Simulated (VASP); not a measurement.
# B33N32 (a cell with a defect) in VASP: further runs, part 3 of 3

VASP 6.6.1.

## (6) Single point, PBEsol, collinear spin

INCAR reads:

```
SYSTEM = B33N32
PREC = Accurate
ENCUT = 520
EDIFF = 1E-6
ISMEAR = -1
SIGMA = 0.05
LREAL = Auto
LASPH = .TRUE.
NELM = 200
ALGO = Normal
ISIF = 2
LWAVE = .FALSE.
LCHARG = .TRUE.
ISPIN = 2
MAGMOM = 0 0 0 0 0 0 0 0.167 0 0 0 0 0 0 0 0 0 0 0 0 0 0 0 0 0 0 0 0 0 0 0 0 0.167 0 0 0 0 0 0 0 0.167 0 0.167 0 0 0 0 0 0 0 0 0.167 0 0 0 0 0 0 0 0 0 0.167 0 0 0
LORBIT = 11
GGA = PS
LELF = .TRUE.
LVHAR = .TRUE.
ISYM = 0
NBANDS = 172
GGA_COMPAT = .FALSE.
```

KPOINTS reads:

```
Automatic mesh
0
Gamma
  1 1 1
  0.25 0.25 0.25
```

POSCAR reads:

```
B33N32
1.0
    7.2115910000      0.0000000000      0.0000000000
    0.0000000000      7.2115910000      0.0000000000
    0.0000000000      0.0000000000      7.2115910000
B N
33 32
Direct
    0.0000000000      0.0000000000      0.0000000000
    0.0000000000      0.0000000000      0.5000000000
    0.0000000000      0.5000000000      0.0000000000
    0.0000000000      0.5000000000      0.5000000000
    0.5000000000      0.0000000000      0.0000000000
    0.5000000000      0.0000000000      0.5000000000
    0.5000000000      0.5000000000      0.0000000000
    0.4094010000      0.4094010000      0.5000000000
    0.2500000000      0.2500000000      0.0000000000
    0.2500000000      0.2500000000      0.5000000000
    0.2500000000      0.7500000000      0.0000000000
    0.2500000000      0.7500000000      0.5000000000
    0.7500000000      0.2500000000      0.0000000000
    0.7500000000      0.2500000000      0.5000000000
    0.7500000000      0.7500000000      0.0000000000
    0.7500000000      0.7500000000      0.5000000000
    0.2500000000      0.0000000000      0.2500000000
    0.2500000000      0.0000000000      0.7500000000
    0.2500000000      0.5000000000      0.2500000000
    0.2500000000      0.5000000000      0.7500000000
    0.7500000000      0.0000000000      0.2500000000
    0.7500000000      0.0000000000      0.7500000000
    0.7500000000      0.5000000000      0.2500000000
    0.7500000000      0.5000000000      0.7500000000
    0.0000000000      0.2500000000      0.2500000000
    0.0000000000      0.2500000000      0.7500000000
    0.0000000000      0.7500000000      0.2500000000
    0.0000000000      0.7500000000      0.7500000000
    0.5000000000      0.2500000000      0.2500000000
    0.5000000000      0.2500000000      0.7500000000
    0.5000000000      0.7500000000      0.2500000000
    0.5000000000      0.7500000000      0.7500000000
    0.5905990000      0.5905990000      0.5000000000
    0.1250000000      0.1250000000      0.1250000000
    0.1250000000      0.1250000000      0.6250000000
    0.1250000000      0.6250000000      0.1250000000
    0.1250000000      0.6250000000      0.6250000000
    0.6250000000      0.1250000000      0.1250000000
    0.6250000000      0.1250000000      0.6250000000
    0.6250000000      0.6250000000      0.1250000000
    0.6250000000      0.6250000000      0.6250000000
    0.3750000000      0.3750000000      0.1250000000
    0.3750000000      0.3750000000      0.6250000000
    0.3750000000      0.8750000000      0.1250000000
    0.3750000000      0.8750000000      0.6250000000
    0.8750000000      0.3750000000      0.1250000000
    0.8750000000      0.3750000000      0.6250000000
    0.8750000000      0.8750000000      0.1250000000
    0.8750000000      0.8750000000      0.6250000000
    0.3750000000      0.1250000000      0.3750000000
    0.3750000000      0.1250000000      0.8750000000
    0.3750000000      0.6250000000      0.3750000000
    0.3750000000      0.6250000000      0.8750000000
    0.8750000000      0.1250000000      0.3750000000
    0.8750000000      0.1250000000      0.8750000000
    0.8750000000      0.6250000000      0.3750000000
    0.8750000000      0.6250000000      0.8750000000
    0.1250000000      0.3750000000      0.3750000000
    0.1250000000      0.3750000000      0.8750000000
    0.1250000000      0.8750000000      0.3750000000
    0.1250000000      0.8750000000      0.8750000000
    0.6250000000      0.3750000000      0.3750000000
    0.6250000000      0.3750000000      0.8750000000
    0.6250000000      0.8750000000      0.3750000000
    0.6250000000      0.8750000000      0.8750000000
```

Potentials or basis: VASP PAW PBE potentials, release 64 (B, N).

Launch:

```bash
> cat potpaw_PBE.64/B/POTCAR potpaw_PBE.64/N/POTCAR > POTCAR
> mpirun -np 1 vasp_std > vasp.out
```

OUTCAR:

```text
SYSTEM = B33N32
   PREC = Accurate
   ENCUT = 520
   EDIFF = 1E-6
   ISMEAR = -1
   LREAL = Auto
   LASPH = .TRUE.
   NELM = 200
   ISIF = 2
   ISPIN = 2
   LORBIT = 11
   GGA = PS
   ISYM = 0

 ion  position               nearest neighbor table
   1  0.000  0.000  0.000-  34 1.56  48 1.56  55 1.56  61 1.56
   2  0.000  0.000  0.500-  35 1.56  49 1.56  54 1.56  60 1.56
   3  0.000  0.500  0.000-  36 1.56  46 1.56  57 1.56  59 1.56
   4  0.000  0.500  0.500-  37 1.56  47 1.56  56 1.56  58 1.56
   5  0.500  0.000  0.000-  38 1.56  44 1.56  51 1.56  65 1.56
   6  0.500  0.000  0.500-  39 1.56  45 1.56  50 1.56  64 1.56
   7  0.500  0.500  0.000-  40 1.56  42 1.56  53 1.56  63 1.56
   8  0.409  0.409  0.500-  43 0.97  10 1.63  52 1.81  62 1.81  33 1.85
   9  0.250  0.250  0.000-  34 1.56  42 1.56  51 1.56  59 1.56
  10  0.250  0.250  0.500-  35 1.56  43 1.56  50 1.56  58 1.56   8 1.63
  11  0.250  0.750  0.000-  36 1.56  44 1.56  53 1.56  61 1.56
  12  0.250  0.750  0.500-  37 1.56  45 1.56  52 1.56  60 1.56
  13  0.750  0.250  0.000-  38 1.56  46 1.56  55 1.56  63 1.56
  14  0.750  0.250  0.500-  39 1.56  47 1.56  54 1.56  62 1.56
  15  0.750  0.750  0.000-  40 1.56  48 1.56  57 1.56  65 1.56
  16  0.750  0.750  0.500-  41 1.56  49 1.56  56 1.56  64 1.56  33 1.63
  17  0.250  0.000  0.250-  34 1.56  44 1.56  50 1.56  60 1.56
[... 36 lines left out ...]
  54  0.875  0.125  0.375-   2 1.56  14 1.56  21 1.56  25 1.56
  55  0.875  0.125  0.875-   1 1.56  13 1.56  22 1.56  26 1.56
  56  0.875  0.625  0.375-   4 1.56  16 1.56  23 1.56  27 1.56
  57  0.875  0.625  0.875-   3 1.56  15 1.56  24 1.56  28 1.56
  58  0.125  0.375  0.375-   4 1.56  10 1.56  19 1.56  25 1.56
  59  0.125  0.375  0.875-   3 1.56   9 1.56  20 1.56  26 1.56
  60  0.125  0.875  0.375-   2 1.56  12 1.56  17 1.56  27 1.56
  61  0.125  0.875  0.875-   1 1.56  11 1.56  18 1.56  28 1.56
  62  0.625  0.375  0.375-  14 1.56  23 1.56  29 1.56   8 1.81  33 1.81
  63  0.625  0.375  0.875-   7 1.56  13 1.56  24 1.56  30 1.56
  64  0.625  0.875  0.375-   6 1.56  16 1.56  21 1.56  31 1.56
  65  0.625  0.875  0.875-   5 1.56  15 1.56  22 1.56  32 1.56

[... 854 lines left out ...]

 k-point     1 :       0.2500    0.2500    0.2500
  band No.  band energies     occupation
      1     -13.3712      1.00000
      2     -12.6525      1.00000
      3     -11.8280      1.00000
      4     -11.3917      1.00000
      5     -11.1512      1.00000
      6     -10.7397      1.00000
[... 565 lines left out ...]
    140      15.3373      0.00000
    141      15.6898      0.00000
 [bands above 141 left out]

------------------------ aborting loop because EDIFF is reached ----------------------------------------

  FORCE on cell =-STRESS in cart. coord.  units (eV):
  Direction    XX          YY          ZZ          XY          YZ          ZX
  --------------------------------------------------------------------------------------
  -------------------------------------------------------------------------------------
  Total       26.8225241     26.8225252    123.8022265     15.8631801     -0.0000035     -0.0000028
  in kB      114.5821490    114.5821536    528.8661531     67.7653322     -0.0000148     -0.0000118
  external PRESSURE =     252.6768186 kB  Pullay stress =       0.0000000 kB

 VOLUME and BASIS-vectors are now :
 -----------------------------------------------------------------------------
  energy-cutoff  :      520.00
  volume of cell :      375.05
      direct lattice vectors                 reciprocal lattice vectors
     7.211591000  0.000000000  0.000000000     0.138665656  0.000000000  0.000000000
     0.000000000  7.211591000  0.000000000     0.000000000  0.138665656  0.000000000
     0.000000000  0.000000000  7.211591000     0.000000000  0.000000000  0.138665656

 POSITION                                       TOTAL-FORCE (eV/Angst)
 -----------------------------------------------------------------------------------
      0.00000      0.00000      0.00000        -0.000000      0.000000      0.061712
      0.00000      0.00000      3.60580         0.000000      0.000000     -0.214734
      0.00000      3.60580      0.00000         0.000000     -0.000000      0.053134
      0.00000      3.60580      3.60580         0.000000     -0.000000     -0.677754
      3.60580      0.00000      0.00000         0.000000      0.000000      0.053135
      3.60580      0.00000      3.60580        -0.000000      0.000000     -0.677754
[... 57 lines left out ...]
      4.50724      6.31014      2.70435         0.056127      1.504401      0.071041
      4.50724      6.31014      6.31014         0.026192     -0.330728     -0.341153
 -----------------------------------------------------------------------------------
    total drift:                                0.000006     -0.000002      0.003091

  FREE ENERGIE OF THE ION-ELECTRON SYSTEM (eV)
  ---------------------------------------------------
  free  energy   TOTEN  =      -559.7969335319 eV

  energy  without entropy=     -559.7739769337  energy(sigma->0) =     -559.78545523

 total charge

# of ion       s       p       d       tot
------------------------------------------
    1        0.677   1.370   0.000   2.047
    2        0.676   1.369   0.000   2.045
    3        0.676   1.368   0.000   2.045
    4        0.676   1.372   0.000   2.047
    5        0.676   1.368   0.000   2.045
    6        0.676   1.372   0.000   2.047
[... 57 lines left out ...]
   64        1.215   2.748   0.000   3.963
   65        1.208   2.758   0.000   3.965
--------------------------------------------------
tot         62.067 135.528   0.000 197.595

 magnetization (x)

# of ion       s       p       d       tot
------------------------------------------
    1       -0.000  -0.000   0.000  -0.000
    2        0.000   0.000   0.000   0.000
    3        0.000   0.000   0.000   0.000
    4        0.000   0.000   0.000   0.000
    5        0.000   0.000   0.000   0.000
    6        0.000   0.000   0.000   0.000
[... 57 lines left out ...]
   64        0.000  -0.000   0.000  -0.000
   65        0.000  -0.000   0.000  -0.000
--------------------------------------------------
tot          0.000  -0.000   0.000  -0.000
```

OSZICAR:

```text
N       E                     dE             d eps       ncg     rms          rms(c)
DAV:   1     0.113722012656E+04    0.11372E+04   -0.13960E+05  2752   0.149E+03
DAV:   2    -0.515095989234E+03   -0.16523E+04   -0.15904E+04  3408   0.342E+02
DAV:   3    -0.596767864621E+03   -0.81672E+02   -0.81064E+02  3400   0.774E+01
DAV:   4    -0.597855298545E+03   -0.10874E+01   -0.10843E+01  3344   0.894E+00
DAV:   5    -0.597874835419E+03   -0.19537E-01   -0.19515E-01  3360   0.105E+00    0.406E+01
DAV:   6    -0.563349404949E+03    0.34525E+02   -0.92046E+01  3184   0.225E+01    0.197E+01
DAV:   7    -0.560511100385E+03    0.28383E+01   -0.12292E+01  3360   0.887E+00    0.110E+01
DAV:   8    -0.559808591962E+03    0.70251E+00   -0.16063E+00  3384   0.384E+00    0.241E+00
DAV:   9    -0.559802958389E+03    0.56336E-02   -0.32728E-01  3224   0.162E+00    0.988E-01
DAV:  10    -0.559796935946E+03    0.60224E-02   -0.39125E-02  3328   0.543E-01    0.592E-01
DAV:  11    -0.559796893323E+03    0.42624E-04   -0.12948E-02  3344   0.274E-01    0.256E-01
DAV:  12    -0.559796916875E+03   -0.23553E-04   -0.65782E-04  3344   0.773E-02    0.967E-02
DAV:  13    -0.559796919857E+03   -0.29817E-05   -0.29898E-04  3328   0.460E-02    0.392E-02
DAV:  14    -0.559796931951E+03   -0.12094E-04   -0.54086E-05  3328   0.204E-02    0.162E-02
DAV:  15    -0.559796933440E+03   -0.14893E-05   -0.39220E-06  2608   0.639E-03    0.999E-03
DAV:  16    -0.559796933532E+03   -0.92063E-07   -0.22988E-06  2280   0.456E-03
   1 F= -.55979693E+03 E0= -.55978546E+03  d E =-.229566E-01  mag=     0.0000
```

Wall time 37 min (1 thread of Intel Xeon 8259CL, shared host); peak memory 0.71 GiB.

What came out:

| Item | Value |
| --- | --- |
| Free energy | -559.7969 eV |
| Pressure | 25.3 GPa |
| Largest force | 68.036 eV/Å |
| Net moment | 0.00 μB per cell |
| Valence electrons inside the program's atomic spheres | B 2.05, 2.04, 3.14, 2.10, 2.03 (each value once); N 3.97, 4.53, 3.96, 3.89 (each value once) |

Forces in eV/Å, atoms in the order of the input:
```
B     0.000   0.000   0.062
B     0.000   0.000  -0.215
B     0.000   0.000   0.053
B     0.000   0.000  -0.678
B     0.000   0.000   0.053
B     0.000   0.000  -0.678
B     0.000   0.000   0.248
B    18.622  18.622 -62.733
B     0.072   0.072   0.115
B    -1.230  -1.230  -3.090
B    -0.246   0.246   0.099
B    -0.191   0.191  -0.630
B     0.246  -0.246   0.099
B     0.191  -0.191  -0.630
B    -0.072  -0.072   0.115
B     1.230   1.230  -3.090
B     0.017  -0.206   0.217
B    -0.157  -0.118   0.192
B     0.260  -0.517   0.496
B    -1.139   0.755   1.633
B    -0.017   0.206   0.217
B     0.157   0.118   0.192
B    -0.260   0.517   0.496
B     1.139  -0.755   1.633
B    -0.206   0.017   0.217
B    -0.118  -0.157   0.192
B     0.206  -0.017   0.217
B     0.118   0.157   0.192
B    -0.517   0.260   0.496
B     0.755  -1.139   1.633
B     0.517  -0.260   0.496
B    -0.755   1.139   1.633
B   -18.622 -18.622 -62.733
N     0.016   0.016  -0.101
N    -0.330  -0.330   0.500
N    -0.088   0.061  -0.401
N     0.386  -0.338   0.151
N     0.061  -0.088  -0.401
N    -0.338   0.386   0.151
N    -0.032  -0.032  -0.501
N    16.775  16.775  62.574
N     0.032   0.032  -0.501
N   -16.775 -16.775  62.574
N    -0.061   0.088  -0.401
N     0.338  -0.386   0.151
N     0.088  -0.061  -0.401
N    -0.386   0.338   0.151
N    -0.016  -0.016  -0.101
N     0.330   0.330   0.500
N    -0.056  -1.504   0.071
N    -0.026   0.331  -0.341
N    -0.870   0.870   1.002
N     0.232  -0.232  -0.674
N    -0.006   0.006   0.047
N    -0.060   0.060  -0.064
N     1.504   0.056   0.071
N    -0.331   0.026  -0.341
N    -1.504  -0.056   0.071
N     0.331  -0.026  -0.341
N     0.006  -0.006   0.047
N     0.060  -0.060  -0.064
N     0.870  -0.870   1.002
N    -0.232   0.232  -0.674
N     0.056   1.504   0.071
N     0.026  -0.331  -0.341
```

Stress tensor (GPa, compression positive):
```
11.46  6.78  0.00
 6.78 11.46  0.00
 0.00  0.00 52.89
```

Levels at points of the mesh, in eV from the Fermi level:
Spin up:
| k point | band 126 | band 127 | band 128 | band 129 | band 130 | band 131 | band 132 | band 133 |
| --- | --- | --- | --- | --- | --- | --- | --- | --- |
| (0.25, 0.25, 0.25) | -5.45 | -4.85 | -4.72 | -0.64 | 0.14 | 0.91 | 1.24 | 1.54 |
Spin down:
```tsv
k point	band 127	band 128	band 129	band 130	band 131	band 132
(0.25, 0.25, 0.25)	-4.85	-4.72	-0.64	0.14	0.91	1.24
```

Caveat: the k points lie up to 0.44 Å⁻¹ apart; atoms lie so close that the PAW spheres overlap strongly, which falsifies energies and pressures; the PAW data sets were made with another functional, which shifts forces and pressure a little.
